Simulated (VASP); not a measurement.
# Si16O (a cell with a defect) in VASP: further runs

Si16O (a cell with a defect) is run at these levels: PBE+D3(BJ); tasks: single point.

Everything below comes from runs of VASP 6.6.1. Logs are shortened: lines on timing, memory, paths and dates and some standing lists are left out, and cuts for length are marked.

## 1. The cell of the first run

The cell holds a defect, 17 atoms: a = 7.679 Å, b = 7.679 Å, c = 7.679 Å, α = 60.00°, β = 60.00°, γ = 60.00°.

## 2. Single point, PBE+D3(BJ), collinear spin, zero start

File INCAR:

```
  PREC = Accurate
  ENCUT = 520
  EDIFF = 1E-6
  ISMEAR = 0
  SIGMA = 0.02
  LREAL = Auto
  LASPH = T
  NELM = 150
  ALGO = Normal
  ISIF = 2
  LWAVE = F
  LCHARG = F
  ISPIN = 2
  MAGMOM = 0 0 0 0 0 0 0 0 0 0 0 0 0 0 0 0 0
  LORBIT = 11
  GGA = PE
  IVDW = 12
  NBANDS = 53
```

File KPOINTS:

```
regular mesh
0
Gamma
  2 2 2
```

File POSCAR:

```
Si16O
1.0
    0.0000000000      5.4300000000      5.4300000000
    5.4300000000      0.0000000000      5.4300000000
    5.4300000000      5.4300000000      0.0000000000
Si O
16 1
Direct
    0.0025006446     -0.0041593923      0.0010757827
    0.1216188766      0.1240687845      0.1295356354
    0.0090335175      0.0400329650      0.5045646409
    0.1430523020      0.1524255985      0.6297025783
   -0.0192331492      0.4954769797     -0.0272629834
    0.1148920810      0.6208302026      0.0848613260
   -0.0118372007      0.5086769797      0.4558648250
    0.1364509208      0.6690448435      0.6166122468
    0.4965447514      0.0024386740      0.0013057090
    0.6276336096      0.1242547882      0.1229050645
    0.5166684162      0.0019586556      0.4971139042
    0.6359717311      0.1281313996      0.6271674954
    0.4879582873      0.4983534991     -0.0024527624
    0.6071773481      0.6282534070      0.1239517495
    0.5019024862      0.5016511050      0.4999516575
    0.6228937385      0.6259725599      0.6241038674
    0.0634406077      0.6892273481      0.4348116943
```

Potentials or basis: VASP PAW PBE potentials, release 64 (Si, O).

The run is started by

```sh
> cat potpaw_PBE.64/Si/POTCAR potpaw_PBE.64/O/POTCAR > POTCAR
> mpirun -np 1 vasp_std > vasp.out
```

OUTCAR:

```text
PREC = Accurate
   ENCUT = 520
   EDIFF = 1E-6
   ISMEAR = 0
   LREAL = Auto
   LASPH = T
   NELM = 150
   ISIF = 2
   ISPIN = 2
   LORBIT = 11
   GGA = PE
   IVDW = 12
 IVDW          = 12

 ion  position               nearest neighbor table
   1  0.003  0.996  0.001-  10 2.35   4 2.35   2 2.36   6 2.38
   2  0.122  0.124  0.130-   9 2.35   5 2.35   1 2.36   3 2.38
   3  0.009  0.040  0.505-   8 2.33   4 2.33  12 2.36   2 2.38
   4  0.143  0.152  0.630-   7 2.32   3 2.33   1 2.35  11 2.35
   5  0.981  0.495  0.973-   8 2.32   6 2.33   2 2.35  14 2.35
   6  0.115  0.621  0.085-   7 2.33   5 2.33  13 2.36   1 2.38
   7  0.988  0.509  0.456-  17 1.66  16 2.32   4 2.32   6 2.33   8 2.94
   8  0.136  0.669  0.617-  17 1.66  15 2.32   5 2.32   3 2.33   7 2.94
   9  0.497  0.002  0.001-  10 2.35  12 2.35  14 2.35   2 2.35
  10  0.628  0.124  0.123-   9 2.35  13 2.35  11 2.35   1 2.35
  11  0.517  0.002  0.497-  10 2.35   4 2.35  12 2.35  16 2.36
  12  0.636  0.128  0.627-  15 2.34   9 2.35  11 2.35   3 2.36
  13  0.488  0.498  0.998-  16 2.34  10 2.35  14 2.35   6 2.36
  14  0.607  0.628  0.124-   9 2.35  13 2.35   5 2.35  15 2.36
  15  0.502  0.502  0.500-   8 2.32  16 2.32  12 2.34  14 2.36
  16  0.623  0.626  0.624-   7 2.32  15 2.32  13 2.34  11 2.36
  17  0.063  0.689  0.435-   7 1.66   8 1.66

  LATTYP: Found a face centered cubic cell.
 ALAT       =    10.8600000000

  Lattice vectors:

 A1 = (   0.0000000000,   5.4300000000,   5.4300000000)
 A2 = (   5.4300000000,   0.0000000000,   5.4300000000)
 A3 = (   5.4300000000,   5.4300000000,   0.0000000000)

Analysis of symmetry for initial positions (statically):
=====================================================================
 Subroutine PRICEL returns:
 Original cell was already a primitive cell.

 Routine SETGRP: Setting up the symmetry group for a
 face centered cubic supercell.

 Subroutine GETGRP returns: Found  1 space group operations
 (whereof  1 operations were pure point group operations)
 out of a pool of 48 trial point group operations.

The static configuration has the point symmetry C_1 .

Analysis of symmetry for dynamics (positions and initial velocities):
=====================================================================
 Subroutine PRICEL returns:
 Original cell was already a primitive cell.

 Routine SETGRP: Setting up the symmetry group for a
 face centered cubic supercell.

 Subroutine GETGRP returns: Found  1 space group operations
 (whereof  1 operations were pure point group operations)
 out of a pool of 48 trial point group operations.

The dynamic configuration has the point symmetry C_1 .

Analysis of structural, dynamic, and magnetic symmetry:
=====================================================================
 Subroutine PRICEL returns:
 Original cell was already a primitive cell.

 Routine SETGRP: Setting up the symmetry group for a
 face centered cubic supercell.

 Subroutine GETGRP returns: Found  1 space group operations
 (whereof  1 operations were pure point group operations)
 out of a pool of 48 trial point group operations.

The overall configuration has the point symmetry C_1 .

 Subroutine INISYM returns: Found  1 space group operations
 (whereof  1 operations are pure point group operations),
 and found     1 'primitive' translations

----------------------------------------------------------------------------------------

                                     Primitive cell

  volume of cell :     320.2060

  direct lattice vectors                    reciprocal lattice vectors
     0.000000000  5.430000000  5.430000000    -0.092081031  0.092081031  0.092081031
     5.430000000  0.000000000  5.430000000     0.092081031 -0.092081031  0.092081031
     5.430000000  5.430000000  0.000000000     0.092081031  0.092081031 -0.092081031

  length of vectors
     7.679179644  7.679179644  7.679179644     0.159489025  0.159489025  0.159489025

  position of ions in fractional coordinates (direct lattice)
     0.002500645  0.995840608  0.001075783
     0.121618877  0.124068784  0.129535635
     0.009033518  0.040032965  0.504564641
     0.143052302  0.152425599  0.629702578
     0.980766851  0.495476980  0.972737017
     0.114892081  0.620830203  0.084861326
[... 9 lines left out ...]
     0.622893738  0.625972560  0.624103867
     0.063440608  0.689227348  0.434811694
[... 64 lines left out ...]
   NGXF,Y,Z  is equivalent  to a cutoff of  25.98, 25.98, 25.98 a.u.
 SYSTEM =  unknown system
   PREC   = accura    normal or accurate (medium, high low for compatibility)
   ISTART =      0    job   : 0-new  1-cont  2-samecut
   ICHARG =      2    charge: 1-file 2-atom 10-const
   ISPIN  =      2    spin polarized calculation?
   LNONCOLLINEAR =      F non collinear calculations
   LSORBIT =      F    spin-orbit coupling
   LASPH  =      T    aspherical Exc in radial PAW
   ENCUT  =  520.0 eV  38.22 Ry    6.18 a.u.  14.28 14.28 14.28*2*pi/ulx,y,z
   NELM   =    150;   NELMIN=  2; NELMDL= -5     # of ELM steps
   EDIFF  = 0.1E-05   stopping-criterion for ELM
   LREAL  =      T    real-space projection
   EDIFFG = 0.1E-04   stopping-criterion for IOM
   NSW    =      0    number of steps for IOM
   IBRION =     -1    ionic relax: 0-MD 1-quasi-New 2-CG
   NFREE  =      0    steps in history (QN), initial steepest desc. (CG)
   ISIF   =      2    stress and relaxation
   ISYM   =      2    0-nonsym 1-usesym 2-fastsym
   POTIM  = 0.5000    time-step for ionic-motion
   TEBEG  =    0.0;   TEEND  =   0.0 temperature during run
   PSTRESS=    0.0 pullay stress
   NELECT =      70.0000    total number of electrons
   NUPDOWN=      -1.0000    fix difference up-down
   EMIN   =  10.00;   EMAX   =-10.00  energy-range for DOS
   EFERMI =   0.00;   METHOD = LEGACY
   ISMEAR =     0;   SIGMA  =   0.02  broadening in eV -4-tet -1-fermi 0-gaus
   EFERMI_NEDOS =   21; number of points for ismear=-14 and -15
   IALGO  =     38    algorithm
   IMIX   =      4    mixing-type and parameters
     AMIX     =   0.40;   BMIX     =  1.00
     AMIX_MAG =   1.60;   BMIX_MAG =  1.00
  volume/ion in A,a.u.               =      18.84       127.11
  Fermi-wavevector in a.u.,A,eV,Ry     =   0.986199  1.863645 13.232857  0.972588
  Thomas-Fermi vector in A             =   2.117562
   LORBIT       =     11    0 simple, 1 ext, 2 COOP (PROOUT), +10 PAW based schemes
   GGA     = PE    functional components
   LHFCALC =     F    Hartree Fock is set to
   AEXX    =    0.0000 exact exchange contribution
   IVDW    =    12    specifies the selected vdW correction
   LEPSILON=     F    determine dielectric tensor
   LRPA    =     F    only Hartree local field effects (RPA)
 spin polarized calculation
 Gauss-broadening in eV      SIGMA  =   0.02
  energy-cutoff  :      520.00
  volume of cell :      320.21
 maximum number of plane-waves:      8646
 NGX is ok and might be reduce to    60
   NGX = 29   NGY = 29   NGZ = 29

 number of electron      70.0000001 magnetization      -0.0000000

 number of electron      70.0000001 magnetization       0.0000000

 Free energy of the ion-electron system (eV)
  ---------------------------------------------------
  ext. energy  EPLUGINS =         0.00000000
  ---------------------------------------------------
  free energy    TOTEN  =       -92.69568947 eV

  energy without entropy =      -92.69568947  energy(sigma->0) =      -92.69568947

 E-fermi :   6.0001     XC(G=0):  -9.5326

 val. band max:        5.8799889124   @ k =   0.0000   0.0000   0.0000
 cond. band min:       6.3736243117   @ k =   0.0000   0.0000   0.0000
 fundamental gap:      0.4936353993
 Fermi energy:         6.0001408230

 spin component 1

 k-point     1 :       0.0000    0.0000    0.0000
  band No.  band energies     occupation
      1     -14.4454      1.00000
      2      -5.8114      1.00000
      3      -4.3881      1.00000
      4      -3.6894      1.00000
      5      -3.6664      1.00000
      6      -3.3246      1.00000
[... 389 lines left out ...]
     46      10.2014      0.00000
     47      10.4732      0.00000
 Fermi energy:         6.0001408230

 spin component 2

 k-point     1 :       0.0000    0.0000    0.0000
  band No.  band energies     occupation
      1     -14.4454      1.00000
      2      -5.8114      1.00000
      3      -4.3881      1.00000
      4      -3.6894      1.00000
      5      -3.6664      1.00000
      6      -3.3246      1.00000
[... 389 lines left out ...]
     46      10.2014      0.00000
     47      10.4732      0.00000
 [bands above 47 left out]

------------------------ aborting loop because EDIFF is reached ----------------------------------------

 Edisp (eV)   -5.21753

 E8    (eV) :    -2.1449

  FORCE on cell =-STRESS in cart. coord.  units (eV):
  Direction    XX          YY          ZZ          XY          YZ          ZX
  --------------------------------------------------------------------------------------
  -------------------------------------------------------------------------------------
  Total       3.83110     3.22676     3.21515     2.29308     3.00488     2.32001
  in kB      19.16924    16.14536    16.08727    11.47360    15.03516    11.60835
  external pressure =       17.13 kB  Pullay stress =        0.00 kB

 VOLUME and BASIS-vectors are now :
 -----------------------------------------------------------------------------
  energy-cutoff  :      520.00
  volume of cell :      320.21
      direct lattice vectors                 reciprocal lattice vectors
     0.000000000  5.430000000  5.430000000    -0.092081031  0.092081031  0.092081031
     5.430000000  0.000000000  5.430000000     0.092081031 -0.092081031  0.092081031
     5.430000000  5.430000000  0.000000000     0.092081031  0.092081031 -0.092081031

 POSITION                                       TOTAL-FORCE (eV/Angst)
 -----------------------------------------------------------------------------------
      5.41326      0.01942      5.42099         0.004236      0.002424     -0.003495
      1.37707      1.36377      1.33408        -0.004902      0.001003      0.001683
      2.95717      2.78884      0.26643         0.000392      0.005554     -0.004985
      4.24696      4.19606      1.60444        -0.005542     -0.007531     -0.000931
      7.97240     10.60753      8.01600         0.004529      0.004326      0.003999
      3.83191      1.08466      3.99497        -0.000865      0.005245     -0.000872
[... 9 lines left out ...]
      6.78792      6.77120      6.78134        -0.010623     -0.001994     -0.000958
      6.10353      2.70551      4.08699        -0.003812     -0.034140      0.034142
 -----------------------------------------------------------------------------------
    total drift:                               -0.000206      0.001588     -0.000637

  FREE ENERGIE OF THE ION-ELECTRON SYSTEM (eV)
  ---------------------------------------------------
  free  energy   TOTEN  =       -97.9132221041 eV

  energy  without entropy=      -97.9132221041  energy(sigma->0) =      -97.91322210

 total charge

# of ion       s       p       d       tot
------------------------------------------
    1        0.744   0.937   0.000   1.681
    2        0.744   0.937   0.000   1.681
    3        0.749   0.956   0.000   1.705
    4        0.745   0.969   0.000   1.715
    5        0.745   0.969   0.000   1.714
    6        0.749   0.955   0.000   1.705
[... 9 lines left out ...]
   16        0.744   0.977   0.000   1.722
   17        1.576   3.599   0.000   5.175
--------------------------------------------------
tot         13.462  18.891   0.000  32.353

 magnetization (x)

# of ion       s       p       d       tot
------------------------------------------
    1        0.000   0.000   0.000   0.000
    2        0.000   0.000   0.000   0.000
    3        0.000   0.000   0.000   0.000
    4        0.000   0.000   0.000   0.000
    5        0.000   0.000   0.000   0.000
    6        0.000   0.000   0.000   0.000
[... 9 lines left out ...]
   16        0.000   0.000   0.000   0.000
   17        0.000  -0.000   0.000  -0.000
--------------------------------------------------
tot          0.000  -0.000   0.000   0.000
```

It took 18 min on 1 thread of Intel Xeon 8259CL, shared host; peak memory 0.71 GiB.

Results:

```
Free energy                                           : -97.9132 eV
Pressure                                              : 1.7 GPa
Largest force                                         : 0.065 eV/Å
Band gap on the k mesh                                : 0.49 eV
Net moment                                            : 0.00 μB per cell
Valence electrons inside the program's atomic spheres : Si 1.68, 1.71, 1.72, 1.69, 1.70 (each value once); O 5.17
Dispersion energy per atom                            : -0.307 eV
```

Forces in eV/Å, atoms in the order of the input:
```
Si   0.004  0.002 -0.003
Si  -0.005  0.001  0.002
Si   0.000  0.006 -0.005
Si  -0.006 -0.008 -0.001
Si   0.005  0.004  0.004
Si  -0.001  0.005 -0.001
Si  -0.027 -0.020 -0.049
Si   0.036  0.050  0.022
Si  -0.001 -0.002 -0.001
Si   0.002 -0.001 -0.005
Si  -0.002  0.003  0.005
Si   0.000 -0.001 -0.001
Si   0.002 -0.001  0.001
Si   0.002 -0.001  0.002
Si   0.003  0.000 -0.003
Si  -0.011 -0.002 -0.001
O   -0.004 -0.034  0.034
```

Levels at points of the mesh, in eV from the valence-band top:
Spin up:
```tsv
k point	band 32	band 33	band 34	band 35	band 36	band 37	band 38	band 39
(0.00, 0.00, 0.00)	-0.92	-0.32	-0.06	0.00	0.49	0.79	0.82	0.99
(0.50, 0.00, 0.00)	-1.22	-0.76	-0.63	-0.56	1.21	1.47	1.62	1.67
(0.00, 0.50, 0.00)	-1.21	-0.80	-0.61	-0.54	1.32	1.43	1.60	1.71
(0.00, 0.00, 0.50)	-1.21	-0.80	-0.61	-0.54	1.32	1.43	1.60	1.71
(0.50, 0.50, 0.50)	-0.74	-0.67	-0.66	-0.07	1.16	1.46	1.55	1.56
(0.50, 0.50, 0.00)	-1.43	-1.26	-1.18	-0.49	1.27	1.48	2.33	2.41
(0.00, 0.50, 0.50)	-1.36	-1.33	-1.02	-0.94	1.43	1.48	2.31	2.41
(0.50, 0.00, 0.50)	-1.43	-1.26	-1.18	-0.51	1.28	1.47	2.33	2.41
```
Spin down:
```
           k point  band 32  band 33  band 34  band 35  band 36  band 37  band 38  band 39
(0.00, 0.00, 0.00)    -0.92    -0.32    -0.06     0.00     0.49     0.79     0.82     0.99
(0.50, 0.00, 0.00)    -1.22    -0.76    -0.63    -0.56     1.21     1.47     1.62     1.67
(0.00, 0.50, 0.00)    -1.21    -0.80    -0.61    -0.54     1.32     1.43     1.60     1.71
(0.00, 0.00, 0.50)    -1.21    -0.80    -0.61    -0.54     1.32     1.43     1.60     1.71
(0.50, 0.50, 0.50)    -0.74    -0.67    -0.66    -0.07     1.16     1.46     1.55     1.56
(0.50, 0.50, 0.00)    -1.43    -1.26    -1.18    -0.49     1.27     1.48     2.33     2.41
(0.00, 0.50, 0.50)    -1.36    -1.33    -1.02    -0.94     1.43     1.48     2.31     2.41
(0.50, 0.00, 0.50)    -1.43    -1.26    -1.18    -0.51     1.28     1.47     2.33     2.41
```

Caveat: the k points lie up to 0.50 Å⁻¹ apart.

## 3. Single point, PBE+D3(BJ), collinear spin, ferromagnetic start

File INCAR:

```
SYSTEM = Si16O
  ALGO = Normal
  EDIFF = 1E-6
  ENCUT = 520
  GGA = PE
  ISIF = 2
  ISMEAR = 0
  ISPIN = 2
  IVDW = 12
  LASPH = .TRUE.
  LCHARG = .FALSE.
  LORBIT = 11
  LREAL = Auto
  LWAVE = .FALSE.
  MAGMOM = 0 0 0 0 0 0 0 0 0 0 0 0 0 0 0 0 1
  NBANDS = 53
  NELM = 150
  PREC = Accurate
  SIGMA = 0.02
```

File KPOINTS:

```
k-points
0
G
  2 2 2
  0 0 0
```

File POSCAR:

```
Si16O
1.0
    0.0000000000      5.4300000000      5.4300000000
    5.4300000000      0.0000000000      5.4300000000
    5.4300000000      5.4300000000      0.0000000000
Si O
16 1
Direct
   -0.0004597039      0.0024644790      0.0005867928
    0.1241010041      0.1241588810      0.1292122555
   -0.0548035073      0.0405177088      0.5042362145
    0.1087719276      0.1278014372      0.6264427694
    0.0499612183      0.4956171610     -0.0271189211
    0.1405917766      0.6283162176      0.1231655793
   -0.0020084079      0.5012887472      0.4991275928
    0.0777703090      0.6693836863      0.6164899343
    0.5000185248     -0.0042997257      0.0009263255
    0.6250610727      0.1240109090      0.1224673589
    0.4843396404      0.0012784434      0.4966462558
    0.5737205390      0.1525780401      0.6294931028
    0.5161327432      0.4981315177     -0.0032038281
    0.6785912040      0.6206146690      0.0849124201
    0.5470661880      0.5087275349      0.4559873734
    0.6286637307      0.6253295655      0.6232590535
    0.3124473207      0.6910439682      0.4360543805
```

Potentials or basis: VASP PAW PBE potentials, release 64 (Si, O).

The run is started by

```sh
> cat potpaw_PBE.64/Si/POTCAR potpaw_PBE.64/O/POTCAR > POTCAR
> mpirun -np 1 vasp_std > vasp.out
```

Run time: 8.4 min. Hardware: 1 thread of Intel Xeon Platinum 8375C at 2.90GHz (Ice Lake), shared host; peak memory 0.71 GiB.

It converged, with:

```yaml
Free_energy: -97.9132 eV
Pressure: 1.7 GPa
Largest_force: 0.060 eV/Å
Band_gap_on_the_k_mesh: 0.49 eV
Net_moment: 0.00 μB per cell
Valence_electrons_inside_the_program's_atomic_spheres: Si 1.70, 1.68, 1.71, 1.69, 1.72 (each value once); O 5.17
Dispersion_energy_per_atom: -0.307 eV
```

Forces in eV/Å, atoms in the order of the input:
```
Si  -0.001  0.000  0.000
Si  -0.002  0.005  0.003
Si  -0.011  0.013  0.002
Si   0.001 -0.001  0.000
Si  -0.006 -0.004 -0.001
Si  -0.001  0.000  0.005
Si  -0.001  0.007  0.001
Si   0.036 -0.020 -0.040
Si   0.006 -0.004 -0.004
Si   0.000 -0.002  0.000
Si   0.003 -0.004 -0.001
Si   0.006 -0.001  0.005
Si  -0.001  0.000  0.001
Si   0.013  0.001 -0.013
Si  -0.039  0.041  0.021
Si   0.000 -0.001 -0.006
O   -0.003 -0.030  0.026
```

Stress tensor (GPa, compression positive):
```
 1.91 -1.14 -1.17
-1.14  1.60  1.52
-1.17  1.52  1.59
```

Levels at points of the mesh, in eV from the valence-band top:
Spin up:
```csv
k point,band 32,band 33,band 34,band 35,band 36,band 37,band 38,band 39
"(0.00, 0.00, 0.00)",-0.92,-0.32,-0.06,0.00,0.49,0.79,0.82,0.99
"(0.50, 0.00, 0.00)",-0.74,-0.67,-0.66,-0.07,1.16,1.46,1.55,1.56
"(0.00, 0.50, 0.00)",-1.21,-0.80,-0.61,-0.54,1.32,1.43,1.60,1.71
"(0.00, 0.00, 0.50)",-1.22,-0.79,-0.61,-0.54,1.32,1.43,1.60,1.71
"(0.50, 0.50, 0.50)",-1.22,-0.75,-0.63,-0.56,1.21,1.47,1.62,1.67
"(0.50, 0.50, 0.00)",-1.43,-1.26,-1.18,-0.49,1.27,1.48,2.33,2.40
"(0.00, 0.50, 0.50)",-1.36,-1.33,-1.02,-0.94,1.43,1.48,2.31,2.41
"(0.50, 0.00, 0.50)",-1.43,-1.26,-1.18,-0.51,1.28,1.48,2.33,2.41
```
Spin down:
```tsv
k point	band 33	band 34	band 35	band 36	band 37	band 38
(0.00, 0.00, 0.00)	-0.32	-0.06	0.00	0.49	0.79	0.82
(0.50, 0.00, 0.00)	-0.67	-0.66	-0.07	1.16	1.46	1.55
(0.00, 0.50, 0.00)	-0.80	-0.61	-0.54	1.32	1.43	1.60
(0.00, 0.00, 0.50)	-0.79	-0.61	-0.54	1.32	1.43	1.60
(0.50, 0.50, 0.50)	-0.75	-0.63	-0.56	1.21	1.47	1.62
(0.50, 0.50, 0.00)	-1.26	-1.18	-0.49	1.27	1.48	2.33
(0.00, 0.50, 0.50)	-1.33	-1.02	-0.94	1.43	1.48	2.31
(0.50, 0.00, 0.50)	-1.26	-1.18	-0.51	1.28	1.48	2.33
```

Caveat: the k points lie up to 0.50 Å⁻¹ apart.
